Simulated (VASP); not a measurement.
# WSe4 (Im-3m) in VASP: notebook

WSe4 is run at these levels: PBE; tasks: single point.

All numbers are computed with VASP 6.6.1; they aren't measurements. Logs are shortened: lines on timing, memory, paths and dates and some standing lists are left out, and cuts for length are marked.

### 1 The cell of the first run

Symmetry: Im-3m, No. 229, cubic system. The conventional cell has a = 6.161 Å, b = 6.161 Å, c = 6.161 Å, α = 90.00°, β = 90.00°, γ = 90.00°. Within 3.5 Å of W (site symmetry m-3m) lie 8 Se at 2.67 Å. Within 3.5 Å of Se (site symmetry -3m) lie 2 W at 2.67 Å and 6 Se at 3.08 Å.

### 2 Single point, PBE, collinear spin, ferromagnetic start

INCAR reads:

```
SYSTEM = WSe4
PREC = Accurate
ENCUT = 520
EDIFF = 1E-6
ISMEAR = 0
SIGMA = 0.1
LREAL = .FALSE.
LASPH = .TRUE.
NELM = 150
ALGO = Normal
ISIF = 2
LWAVE = .FALSE.
LCHARG = .FALSE.
ISPIN = 2
MAGMOM = 1.44 0 0 0 0
LORBIT = 11
LMAXMIX = 4
GGA = PE
NBANDS = 31
```

KPOINTS reads:

```
regular mesh
0
G
  4 4 4
  0 0 0
```

POSCAR reads:

```
WSe4
1.0
   -3.0806424445      3.0806424445      3.0806424445
    3.0806424445     -3.0806424445      3.0806424445
    3.0806424445      3.0806424445     -3.0806424445
W Se
1 4
Direct
    0.0000000000      0.0000000000      0.0000000000
    0.5000000000      0.5000000000      0.5000000000
    0.0000000000      0.0000000000      0.5000000000
    0.0000000000      0.5000000000      0.0000000000
    0.5000000000      0.0000000000      0.0000000000
```

Potentials or basis: VASP PAW PBE potentials, release 64 (W_sv, Se).

The run is started by

```bash
> cat potpaw_PBE.64/W_sv/POTCAR potpaw_PBE.64/Se/POTCAR > POTCAR
> mpirun -np 1 vasp_std > vasp.out
```

OUTCAR:

```text
SYSTEM = WSe4
   PREC = Accurate
   ENCUT = 520
   EDIFF = 1E-6
   ISMEAR = 0
   LREAL = .FALSE.
   LASPH = .TRUE.
   NELM = 150
   ISIF = 2
   ISPIN = 2
   LORBIT = 11
   GGA = PE

 ion  position               nearest neighbor table
   1  0.000  0.000  0.000-   2 2.67   3 2.67   4 2.67   5 2.67   3 2.67   4 2.67   5 2.67   2 2.67

   2  0.500  0.500  0.500-   1 2.67   1 2.67
   3  0.000  0.000  0.500-   1 2.67   1 2.67
   4  0.000  0.500  0.000-   1 2.67   1 2.67
   5  0.500  0.000  0.000-   1 2.67   1 2.67

  LATTYP: Found a body centered cubic cell.
 ALAT       =     6.1612848890

  Lattice vectors:

 A1 = (  -3.0806424445,   3.0806424445,   3.0806424445)
 A2 = (   3.0806424445,  -3.0806424445,   3.0806424445)
 A3 = (   3.0806424445,   3.0806424445,  -3.0806424445)

Analysis of symmetry for initial positions (statically):
=====================================================================
 Subroutine PRICEL returns:
 Original cell was already a primitive cell.

 Routine SETGRP: Setting up the symmetry group for a
 body centered cubic supercell.

 Subroutine GETGRP returns: Found 48 space group operations
 (whereof 48 operations were pure point group operations)
 out of a pool of 48 trial point group operations.

The static configuration has the point symmetry O_h .

Analysis of symmetry for dynamics (positions and initial velocities):
=====================================================================
 Subroutine PRICEL returns:
 Original cell was already a primitive cell.

 Routine SETGRP: Setting up the symmetry group for a
 body centered cubic supercell.

 Subroutine GETGRP returns: Found 48 space group operations
 (whereof 48 operations were pure point group operations)
 out of a pool of 48 trial point group operations.

The dynamic configuration has the point symmetry O_h .

Analysis of structural, dynamic, and magnetic symmetry:
=====================================================================
 Subroutine PRICEL returns:
 Original cell was already a primitive cell.

 Routine SETGRP: Setting up the symmetry group for a
 body centered cubic supercell.

 Subroutine GETGRP returns: Found 48 space group operations
 (whereof 48 operations were pure point group operations)
 out of a pool of 48 trial point group operations.

The overall configuration has the point symmetry O_h .

 Subroutine INISYM returns: Found 48 space group operations
 (whereof 48 operations are pure point group operations),
[... 115 lines left out ...]
   LRPA    =     F    only Hartree local field effects (RPA)
 spin polarized calculation
 Gauss-broadening in eV      SIGMA  =   0.10
  energy-cutoff  :      520.00
  volume of cell :      116.95
 maximum number of plane-waves:      3252
   NGX = 19   NGY = 19   NGZ = 19

 number of electron      38.0000001 magnetization       0.0027065

 number of electron      38.0000001 magnetization      -0.0003901

 Free energy of the ion-electron system (eV)
  ---------------------------------------------------
  ext. energy  EPLUGINS =         0.00000000
  ---------------------------------------------------
  free energy    TOTEN  =       -23.94998734 eV

  energy without entropy =      -23.91168590  energy(sigma->0) =      -23.93083662

 E-fermi :   4.8534     XC(G=0):  -9.9299

 val. band max:        4.8136972552   @ k =   0.0000   0.0000   0.0000
 cond. band min:       4.8716692517   @ k =   0.5000   0.0000   0.0000
 fundamental gap:      0.0579719966
 Fermi energy:         4.8533546853

 spin component 1

 k-point     1 :       0.0000    0.0000    0.0000
  band No.  band energies     occupation
      1     -70.1720      1.00000
      2     -34.3689      1.00000
      3     -34.3689      1.00000
      4     -34.3689      1.00000
      5     -10.4828      1.00000
      6      -7.9080      1.00000
[... 261 lines left out ...]
     30      12.8424      0.00000
     31      12.8424      0.00000
 Fermi energy:         4.8533546853

 spin component 2

 k-point     1 :       0.0000    0.0000    0.0000
  band No.  band energies     occupation
      1     -70.1723      1.00000
      2     -34.3693      1.00000
      3     -34.3693      1.00000
      4     -34.3693      1.00000
      5     -10.4828      1.00000
      6      -7.9080      1.00000
[... 261 lines left out ...]
     30      12.8424      0.00000
     31      12.8424      0.00000

------------------------ aborting loop because EDIFF is reached ----------------------------------------

  FORCE on cell =-STRESS in cart. coord.  units (eV):
  Direction    XX          YY          ZZ          XY          YZ          ZX
  --------------------------------------------------------------------------------------
  -------------------------------------------------------------------------------------
  Total       -0.7371338     -0.7371338     -0.7371338     -0.0000000      0.0000000      0.0000000
  in kB      -10.0988754    -10.0988754    -10.0988754     -0.0000000      0.0000000      0.0000000
  external PRESSURE =     -10.0988754 kB  Pullay stress =       0.0000000 kB

 VOLUME and BASIS-vectors are now :
 -----------------------------------------------------------------------------
  energy-cutoff  :      520.00
  volume of cell :      116.95
      direct lattice vectors                 reciprocal lattice vectors
    -3.080642445  3.080642445  3.080642445     0.000000000  0.162303808  0.162303808
     3.080642445 -3.080642445  3.080642445     0.162303808  0.000000000  0.162303808
     3.080642445  3.080642445 -3.080642445     0.162303808  0.162303808  0.000000000

 POSITION                                       TOTAL-FORCE (eV/Angst)
 -----------------------------------------------------------------------------------
      0.00000      0.00000      0.00000         0.000000      0.000000     -0.000000
      1.54032      1.54032      1.54032        -0.000000     -0.000000      0.000000
      1.54032      1.54032     -1.54032        -0.000000     -0.000000     -0.000000
      1.54032     -1.54032      1.54032         0.000000     -0.000000     -0.000000
     -1.54032      1.54032      1.54032         0.000000      0.000000     -0.000000
 -----------------------------------------------------------------------------------
    total drift:                                0.000000     -0.000000      0.000000

  FREE ENERGIE OF THE ION-ELECTRON SYSTEM (eV)
  ---------------------------------------------------
  free  energy   TOTEN  =       -23.9499873401 eV

  energy  without entropy=      -23.9116858960  energy(sigma->0) =      -23.93083662

 total charge

# of ion       s       p       d       tot
------------------------------------------
    1        2.273   6.172   3.338  11.783
    2        1.513   2.166   0.048   3.727
    3        1.513   2.166   0.048   3.727
    4        1.513   2.166   0.048   3.727
    5        1.513   2.166   0.048   3.727
--------------------------------------------------
tot          8.323  14.836   3.532  26.691

 magnetization (x)

# of ion       s       p       d       tot
------------------------------------------
    1       -0.000  -0.000  -0.001  -0.001
    2       -0.000   0.000  -0.000   0.000
    3       -0.000   0.000  -0.000   0.000
    4       -0.000   0.000  -0.000   0.000
    5       -0.000   0.000  -0.000   0.000
--------------------------------------------------
tot         -0.000   0.000  -0.001  -0.001
```

OSZICAR:

```text
N       E                     dE             d eps       ncg     rms          rms(c)
DAV:   1     0.274594981277E+03    0.27459E+03   -0.16874E+04  1008   0.112E+03
DAV:   2    -0.823927500572E+01   -0.28283E+03   -0.27257E+03  1207   0.278E+02
DAV:   3    -0.256834663018E+02   -0.17444E+02   -0.17167E+02  1233   0.651E+01
[... 38 lines left out ...]
DAV:  42    -0.239500168169E+02   -0.25383E-05   -0.54442E-05  1069   0.308E-02    0.292E-02
DAV:  43    -0.239499872440E+02    0.29573E-04   -0.27892E-04  1034   0.465E-02    0.875E-03
DAV:  44    -0.239499877223E+02   -0.47836E-06   -0.23019E-05  1013   0.171E-02    0.757E-03
DAV:  45    -0.239499890478E+02   -0.13255E-05   -0.16880E-06   630   0.465E-03    0.936E-03
DAV:  46    -0.239499873091E+02    0.17388E-05   -0.56503E-06   760   0.748E-03    0.441E-03
DAV:  47    -0.239499873401E+02   -0.31047E-07   -0.37295E-06   768   0.632E-03
   1 F= -.23949987E+02 E0= -.23930837E+02  d E =-.383014E-01  mag=    -0.0005
```

stdout:

```text
POSCAR found type information on POSCAR W Se
 POSCAR found :  2 types and       5 ions
 scaLAPACK will be used
 LDA part: xc-table for (Slater+PW92), standard interpolation
 POSCAR, INCAR and KPOINTS ok, starting setup
 FFT: planning ... GRIDC
 FFT: planning ... GRID_SOFT
 FFT: planning ... GRID
 WAVECAR not read
 entering main loop
```

Run time: 2.4 min. Hardware: 1 thread of Intel Xeon Platinum 8488C (Sapphire Rapids), shared host; peak memory 0.32 GiB.

Results:

| Item | Value |
| --- | --- |
| Free energy | -23.9500 eV |
| Pressure | -1.0 GPa |
| Band gap on the k mesh | zero (filled and empty bands overlap) |
| Net moment | 0.00 μB per cell |
| Valence electrons inside the program's atomic spheres | W 11.78; Se 3.73 |

Caveat: the k points lie up to 0.36 Å⁻¹ apart; spin-orbit coupling is left out, which moves the levels of the heavy elements.

### 3 Single point, PBE, collinear spin, ferrimagnetic start

This run uses another cell than the first one, of 25.29 Å³/atom, 1.081 times its volume.

INCAR reads:

```
SYSTEM = WSe4
PREC = Accurate
ENCUT = 520
EDIFF = 1E-6
ISMEAR = 0
SIGMA = 0.1
LREAL = .False.
LASPH = .True.
NELM = 150
ALGO = Normal
ISIF = 2
LWAVE = .False.
LCHARG = .False.
ISPIN = 2
MAGMOM = 1.6 -0.03 -0.03 -0.03 -0.03
LORBIT = 11
LMAXMIX = 4
GGA = PE
NBANDS = 31
```

KPOINTS reads:

```
Automatic mesh
0
Gamma
  4 4 4
  0 0 0
```

POSCAR: that of step 2 with these lines changed.

```diff
@@ -2,5 +2,5 @@
 1.0
-   -3.0806424445      3.0806424445      3.0806424445
-    3.0806424445     -3.0806424445      3.0806424445
-    3.0806424445      3.0806424445     -3.0806424445
+   -3.1617458000      3.1617458000      3.1617458000
+    3.1617458000     -3.1617458000      3.1617458000
+    3.1617458000      3.1617458000     -3.1617458000
 W Se
```

Potentials or basis: VASP PAW PBE potentials, release 64 (W_sv, Se).

The run is started by

```bash
> cat potpaw_PBE.64/W_sv/POTCAR potpaw_PBE.64/Se/POTCAR > POTCAR
> mpirun -np 1 vasp_std > vasp.out
```

Run time: 83 s. Hardware: 1 thread of Intel Xeon Platinum 8488C (Sapphire Rapids), shared host; peak memory 0.33 GiB.

Results (log left out):

* Free energy: -23.8494 eV
* Pressure: -5.0 GPa
* Net moment: 1.83 μB per cell
* Site moments: W +1.60; Se -0.03 μB
* Valence electrons inside the program's atomic spheres: W 11.70; Se 3.69

Levels at points of the mesh, in eV from the Fermi level:
Spin up:
| k point | band 16 | band 17 | band 18 | band 19 | band 20 | band 21 | band 22 | band 23 | band 24 | band 25 |
| --- | --- | --- | --- | --- | --- | --- | --- | --- | --- | --- |
| (0.00, 0.00, 0.00) | -1.70 | -0.44 | -0.44 | -0.44 | 0.05 | 0.05 | 0.05 | 0.27 | 0.82 | 1.90 |
| (0.50, 0.00, 0.00) | -2.26 | -1.48 | -1.36 | -0.30 | -0.24 | -0.07 | 0.23 | 0.50 | 0.80 | 4.35 |
| (0.50, 0.50, 0.50) | -0.59 | -0.59 | 0.05 | 0.05 | 1.16 | 1.16 | 1.16 | 4.44 | 4.44 | 4.44 |
Spin down:
```tsv
k point	band 13	band 14	band 15	band 16	band 17	band 18	band 19	band 20	band 21	band 22
(0.00, 0.00, 0.00)	-3.86	-3.86	-0.59	-0.59	0.04	0.04	0.04	0.67	0.67	0.67
(0.50, 0.00, 0.00)	-3.01	-2.84	-2.54	-2.23	-1.41	-1.36	0.55	0.72	0.78	0.81
(0.50, 0.50, 0.50)	-4.65	-4.65	-0.41	-0.41	-0.41	1.15	1.15	1.15	1.28	1.28
```

Caveat: spin-orbit coupling is left out, which moves the levels of the heavy elements.
